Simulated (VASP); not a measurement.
# CuB3Os (R-3c) in VASP: single point with PBE

Aim: the single point of CuB3Os with PBE.

Program: VASP 6.6.1. These are calculated values, not measurements. Logs are shortened: lines on timing, memory, paths and dates and some standing lists are left out, and cuts for length are marked.

**1. The cell of the first run**

The structure is trigonal, space group R-3c (No. 167). Conventional cell: a = 5.826 Å, b = 5.826 Å, c = 10.076 Å, α = 90.00°, β = 90.00°, γ = 120.00°. Cu (site symmetry -3) has 6 B at 2.05 Å and 2 Os at 2.52 Å within 2.7 Å. B (site symmetry 2) has 2 Cu at 2.05 Å and 3 Os at 2.09 to 2.52 Å and 6 B at 2.52 to 2.69 Å within 2.7 Å. Os (site symmetry 32) has 9 B at 2.09 to 2.52 Å and 2 Cu at 2.52 Å within 2.8 Å.

**2. Single point, PBE**

Contents of INCAR:

```
SYSTEM = CuB3Os
PREC = Accurate
ENCUT = 700
EDIFF = 1E-6
ISMEAR = 0
SIGMA = 0.1
LREAL = .False.
LASPH = .True.
NELM = 120
ALGO = Normal
ISIF = 2
LWAVE = .False.
LCHARG = .False.
GGA = PE
NBANDS = 55
GGA_COMPAT = .False.
```

Contents of KPOINTS:

```
regular mesh
0
Gamma
  6 6 6
  0 0 0
```

Contents of POSCAR:

```
CuB3Os
1.0
    2.9132003289      1.6819369941      3.3586854296
   -2.9132003289      1.6819369941      3.3586854296
    0.0000000000     -3.3638739881      3.3586854296
Cu B Os
2 6 2
Direct
    0.5000000000      0.5000000000      0.5000000000
    0.0000000000      0.0000000000      0.0000000000
    0.1081616920      0.3918383080      0.7500000000
    0.3918383080      0.7500000000      0.1081616920
    0.8918383080      0.6081616920      0.2500000000
    0.2500000000      0.8918383080      0.6081616920
    0.6081616920      0.2500000000      0.8918383080
    0.7500000000      0.1081616920      0.3918383080
    0.7500000000      0.7500000000      0.7500000000
    0.2500000000      0.2500000000      0.2500000000
```

Potentials or basis: VASP PAW PBE potentials, release 64 (Cu_sv_GW, B, Os_sv_GW).

On the command line:

```console
cat potpaw_PBE.64/Cu_sv_GW/POTCAR potpaw_PBE.64/B/POTCAR potpaw_PBE.64/Os_sv_GW/POTCAR > POTCAR
mpirun -np 1 vasp_std > vasp.out
```

OUTCAR:

```text
SYSTEM = CuB3Os
   PREC = Accurate
   ENCUT = 700
   EDIFF = 1E-6
   ISMEAR = 0
   LREAL = .False.
   LASPH = .True.
   NELM = 120
   ISIF = 2
   GGA = PE

 ion  position               nearest neighbor table
   1  0.500  0.500  0.500-   4 2.05   7 2.05   5 2.05   3 2.05   6 2.05   8 2.05   9 2.52  10 2.52

   2  0.000  0.000  0.000-   6 2.05   8 2.05   3 2.05   5 2.05   7 2.05   4 2.05   9 2.52  10 2.52

   3  0.108  0.392  0.750-   1 2.05   2 2.05   9 2.09  10 2.52  10 2.52
   4  0.392  0.750  0.108-   1 2.05   2 2.05   9 2.09  10 2.52  10 2.52
   5  0.892  0.608  0.250-   1 2.05   2 2.05  10 2.09   9 2.52   9 2.52
   6  0.250  0.892  0.608-   2 2.05   1 2.05  10 2.09   9 2.52   9 2.52
   7  0.608  0.250  0.892-   1 2.05   2 2.05  10 2.09   9 2.52   9 2.52
   8  0.750  0.108  0.392-   2 2.05   1 2.05   9 2.09  10 2.52  10 2.52
   9  0.750  0.750  0.750-   4 2.09   8 2.09   3 2.09   5 2.52   5 2.52   6 2.52   7 2.52   7 2.52
                             6 2.52   2 2.52   1 2.52
  10  0.250  0.250  0.250-   6 2.09   7 2.09   5 2.09   3 2.52   3 2.52   4 2.52   8 2.52   4 2.52
                             8 2.52   2 2.52   1 2.52

  LATTYP: Found a trigonal (rhomboedric) cell.
 ALAT       =     4.7535687671
 COS(alpha) =     0.2488422812

  Lattice vectors:

 A1 = (   2.9132003289,   1.6819369941,   3.3586854296)
 A2 = (  -2.9132003289,   1.6819369941,   3.3586854296)
 A3 = (   0.0000000000,  -3.3638739881,   3.3586854296)

Analysis of symmetry for initial positions (statically):
=====================================================================
 Subroutine PRICEL returns:
 Original cell was already a primitive cell.

 Routine SETGRP: Setting up the symmetry group for a
 trigonal (rhombohedral) supercell.

 Subroutine GETGRP returns: Found 12 space group operations
 (whereof  6 operations were pure point group operations)
 out of a pool of 12 trial point group operations.

The static configuration has the point symmetry S_6 .
 The point group associated with its full space group is D_3d.

Analysis of symmetry for dynamics (positions and initial velocities):
=====================================================================
 Subroutine PRICEL returns:
 Original cell was already a primitive cell.

 Routine SETGRP: Setting up the symmetry group for a
 trigonal (rhombohedral) supercell.

 Subroutine GETGRP returns: Found 12 space group operations
 (whereof  6 operations were pure point group operations)
 out of a pool of 12 trial point group operations.

The dynamic configuration has the point symmetry S_6 .
 The point group associated with its full space group is D_3d.

 Subroutine INISYM returns: Found 12 space group operations
 (whereof  6 operations are pure point group operations),
 and found     1 'primitive' translations

----------------------------------------------------------------------------------------

                                     Primitive cell

  volume of cell :      98.7417

  direct lattice vectors                    reciprocal lattice vectors
     2.913200329  1.681936994  3.358685430     0.171632550  0.099092099  0.099245178
    -2.913200329  1.681936994  3.358685430    -0.171632550  0.099092099  0.099245178
     0.000000000 -3.363873988  3.358685430     0.000000000 -0.198184197  0.099245178

  length of vectors
     4.753568767  4.753568767  4.753568767     0.221645170  0.221645170  0.221645170

  position of ions in fractional coordinates (direct lattice)
     0.500000000  0.500000000  0.500000000
     0.000000000  0.000000000  0.000000000
     0.108161692  0.391838308  0.750000000
     0.391838308  0.750000000  0.108161692
     0.891838308  0.608161692  0.250000000
     0.250000000  0.891838308  0.608161692
     0.608161692  0.250000000  0.891838308
     0.750000000  0.108161692  0.391838308
     0.750000000  0.750000000  0.750000000
     0.250000000  0.250000000  0.250000000

  ion indices of the primitive-cell ions
   primitive index   ion index
                 1           1
                 2           2
                 3           3
                 4           4
                 5           5
                 6           6
                 7           7
                 8           8
                 9           9
                10          10

----------------------------------------------------------------------------------------

 KPOINTS: regular mesh

Automatic generation of k-mesh.
 Grid dimensions read from file:
 generate k-points for:    6    6    6

 Generating k-lattice:

  Cartesian coordinates                     Fractional coordinates (reciprocal lattice)
     0.028605425  0.016515350  0.016540863     0.166666667  0.000000000  0.000000000
    -0.028605425  0.016515350  0.016540863     0.000000000  0.166666667  0.000000000
     0.000000000 -0.033030700  0.016540863    -0.000000000 -0.000000000  0.166666667

  Length of vectors
     0.036940862  0.036940862  0.036940862

  Shift w.r.t. Gamma in fractional coordinates (k-lattice)
     0.000000000  0.000000000  0.000000000

 Subroutine IBZKPT returns following result:
 ===========================================

 Found     32 irreducible k-points:

 Following reciprocal coordinates:
            Coordinates               Weight
  0.000000  0.000000  0.000000      1.000000
  0.166667 -0.000000 -0.000000      6.000000
  0.333333 -0.000000  0.000000      6.000000
  0.500000  0.000000  0.000000      3.000000
  0.166667  0.166667 -0.000000      6.000000
  0.333333  0.166667  0.000000     12.000000
[... 16 lines left out ...]
  0.500000  0.500000  0.166667      6.000000
 -0.333333  0.500000  0.166667     12.000000
 [... further k-points ...]
   k-points           NKPTS =     32   k-points in BZ     NKDIM =     32   number of bands    NBANDS=     55
   number of dos      NEDOS =    301   number of ions     NIONS =     10
   total plane-waves  NPLWV =  74088
   dimension x,y,z NGX =    42 NGY =   42 NGZ =   42
   dimension x,y,z NGXF=    84 NGYF=   84 NGZF=   84
   ions per type =               2   6   2
   NGX,Y,Z   is equivalent  to a cutoff of  14.69, 14.69, 14.69 a.u.
   NGXF,Y,Z  is equivalent  to a cutoff of  29.38, 29.38, 29.38 a.u.
 SYSTEM =  CuB3Os
   PREC   = accura    normal or accurate (medium, high low for compatibility)
   ISTART =      0    job   : 0-new  1-cont  2-samecut
   ICHARG =      2    charge: 1-file 2-atom 10-const
   ISPIN  =      1    spin polarized calculation?
   LNONCOLLINEAR =      F non collinear calculations
   LSORBIT =      F    spin-orbit coupling
   LASPH  =      T    aspherical Exc in radial PAW
   ENCUT  =  700.0 eV  51.45 Ry    7.17 a.u.  10.25 10.25 10.25*2*pi/ulx,y,z
   NELM   =    120;   NELMIN=  2; NELMDL= -5     # of ELM steps
   EDIFF  = 0.1E-05   stopping-criterion for ELM
   LREAL  =      F    real-space projection
   EDIFFG = 0.1E-04   stopping-criterion for IOM
   NSW    =      0    number of steps for IOM
   IBRION =     -1    ionic relax: 0-MD 1-quasi-New 2-CG
   NFREE  =      0    steps in history (QN), initial steepest desc. (CG)
   ISIF   =      2    stress and relaxation
   ISYM   =      2    0-nonsym 1-usesym 2-fastsym
   POTIM  = 0.5000    time-step for ionic-motion
   TEBEG  =    0.0;   TEEND  =   0.0 temperature during run
   PSTRESS=    0.0 pullay stress
   NELECT =      88.0000    total number of electrons
   NUPDOWN=      -1.0000    fix difference up-down
   EMIN   =  10.00;   EMAX   =-10.00  energy-range for DOS
   EFERMI =   0.00;   METHOD = LEGACY
   ISMEAR =     0;   SIGMA  =   0.10  broadening in eV -4-tet -1-fermi 0-gaus
   EFERMI_NEDOS =   21; number of points for ismear=-14 and -15
   IALGO  =     38    algorithm
   IMIX   =      4    mixing-type and parameters
     AMIX     =   0.40;   BMIX     =  1.00
     AMIX_MAG =   1.60;   BMIX_MAG =  1.00
  volume/ion in A,a.u.               =       9.87        66.63
  Fermi-wavevector in a.u.,A,eV,Ry     =   1.575441  2.977152 33.769859  2.482015
  Thomas-Fermi vector in A             =   2.676424
   LORBIT       =      0    0 simple, 1 ext, 2 COOP (PROOUT), +10 PAW based schemes
   GGA     = PE    functional components
   LHFCALC =     F    Hartree Fock is set to
   AEXX    =    0.0000 exact exchange contribution
   IVDW    =     0    specifies the selected vdW correction
   LEPSILON=     F    determine dielectric tensor
   LRPA    =     F    only Hartree local field effects (RPA)
 non-spin polarized calculation
 Gauss-broadening in eV      SIGMA  =   0.10
  energy-cutoff  :      700.00
  volume of cell :       98.74
 maximum number of plane-waves:      4193
 NGX is ok and might be reduce to    42
   NGX = 21   NGY = 21   NGZ = 21

 number of electron      87.9999994 magnetization

 Free energy of the ion-electron system (eV)
  ---------------------------------------------------
  ext. energy  EPLUGINS =         0.00000000
  ---------------------------------------------------
  free energy    TOTEN  =       -64.75304017 eV

  energy without entropy =      -64.73751903  energy(sigma->0) =      -64.74527960

 E-fermi :   8.5567     XC(G=0): -12.8768

 val. band max:        8.5357043110   @ k =   0.3333  -0.0000   0.0000
 cond. band min:       8.5644370857   @ k =  -0.3333   0.1667  -0.0000
 fundamental gap:      0.0287327746
 Fermi energy:         8.5567258494

 k-point     1 :       0.0000    0.0000    0.0000
  band No.  band energies     occupation
      1    -105.6834      2.00000
      2    -105.6834      2.00000
      3     -77.5474      2.00000
      4     -77.5468      2.00000
      5     -63.0695      2.00000
      6     -63.0695      2.00000
[... 47 lines left out ...]
     54      14.9319      0.00000
     55      14.9321      0.00000

 k-point     2 :       0.1667   -0.0000   -0.0000
  band No.  band energies     occupation
      1    -105.6837      2.00000
      2    -105.6835      2.00000
      3     -77.5474      2.00000
      4     -77.5469      2.00000
      5     -63.0697      2.00000
      6     -63.0696      2.00000
[... 47 lines left out ...]
     54      14.3837      0.00000
     55      14.6158      0.00000

 k-point     3 :       0.3333   -0.0000    0.0000
  band No.  band energies     occupation
      1    -105.6837      2.00000
      2    -105.6835      2.00000
      3     -77.5472      2.00000
      4     -77.5470      2.00000
      5     -63.0697      2.00000
      6     -63.0695      2.00000
[... 1152 lines left out ...]
 k-point    23 :       0.5000    0.5000    0.1667
  band No.  band energies     occupation
      1    -105.6836      2.00000
      2    -105.6835      2.00000
      3     -77.5472      2.00000
      4     -77.5470      2.00000
      5     -63.0695      2.00000
      6     -63.0695      2.00000
[... 47 lines left out ...]
     54      14.0309      0.00000
     55      14.3531      0.00000

 k-point    24 :      -0.3333    0.5000    0.1667
  band No.  band energies     occupation
      1    -105.6835      2.00000
      2    -105.6835      2.00000
      3     -77.5472      2.00000
      4     -77.5470      2.00000
      5     -63.0697      2.00000
      6     -63.0695      2.00000
[... 47 lines left out ...]
     54      14.0216      0.00000
     55      14.6149      0.00000

 [... further k-points ...]

------------------------ aborting loop because EDIFF is reached ----------------------------------------

  FORCE on cell =-STRESS in cart. coord.  units (eV):
  Direction    XX          YY          ZZ          XY          YZ          ZX
  --------------------------------------------------------------------------------------
  -------------------------------------------------------------------------------------
  Total       -0.7807571     -0.7807571     -0.7639306      0.0000000     -0.0000000      0.0000000
  in kB      -12.6685189    -12.6685189    -12.3954937      0.0000000     -0.0000000      0.0000000
  external PRESSURE =     -12.5775105 kB  Pullay stress =       0.0000000 kB

 VOLUME and BASIS-vectors are now :
 -----------------------------------------------------------------------------
  energy-cutoff  :      700.00
  volume of cell :       98.74
      direct lattice vectors                 reciprocal lattice vectors
     2.913200329  1.681936994  3.358685430     0.171632550  0.099092099  0.099245178
    -2.913200329  1.681936994  3.358685430    -0.171632550  0.099092099  0.099245178
     0.000000000 -3.363873988  3.358685430     0.000000000 -0.198184197  0.099245178

 POSITION                                       TOTAL-FORCE (eV/Angst)
 -----------------------------------------------------------------------------------
      0.00000      0.00000      5.03803        -0.000000     -0.000000     -0.000000
      0.00000      0.00000      0.00000        -0.000000     -0.000000     -0.000000
     -0.82641     -1.68194      4.19836         0.025344     -0.000000      0.000000
     -1.04340      1.55666      4.19836        -0.012672     -0.021948     -0.000000
      0.82641      1.68194      5.87770        -0.025344     -0.000000      0.000000
     -1.86980     -0.12528      5.87770         0.012672     -0.021948     -0.000000
      1.04340     -1.55666      5.87770         0.012672      0.021948     -0.000000
      1.86980      0.12528      4.19836        -0.012672      0.021948     -0.000000
      0.00000      0.00000      7.55704        -0.000000     -0.000000     -0.000000
      0.00000      0.00000      2.51901         0.000000     -0.000000     -0.000000
 -----------------------------------------------------------------------------------
    total drift:                                0.000000      0.000000     -0.000000

  FREE ENERGIE OF THE ION-ELECTRON SYSTEM (eV)
  ---------------------------------------------------
  free  energy   TOTEN  =       -64.7530401733 eV

  energy  without entropy=      -64.7375190339  energy(sigma->0) =      -64.74527960
```

It took 8.3 min on 1 thread of Intel Xeon Platinum 8259CL at 2.50GHz (Skylake/Cascade Lake), shared host; peak memory 0.43 GiB.

What came out:

```yaml
Free_energy: -64.7530 eV
Pressure: -1.3 GPa
Largest_force: 0.025 eV/Å
Band_gap_on_the_k_mesh: zero (bands 44 and 45 overlap by 0.76 eV)
```

Forces on the atoms (eV/Å):
```
Cu   0.000  0.000  0.000
Cu   0.000  0.000  0.000
B    0.025  0.000  0.000
B   -0.013 -0.022  0.000
B   -0.025  0.000  0.000
B    0.013 -0.022  0.000
B    0.013  0.022  0.000
B   -0.013  0.022  0.000
Os   0.000  0.000  0.000
Os   0.000  0.000  0.000
```

Caveat: spin-orbit coupling is left out, which moves the levels of the heavy elements.
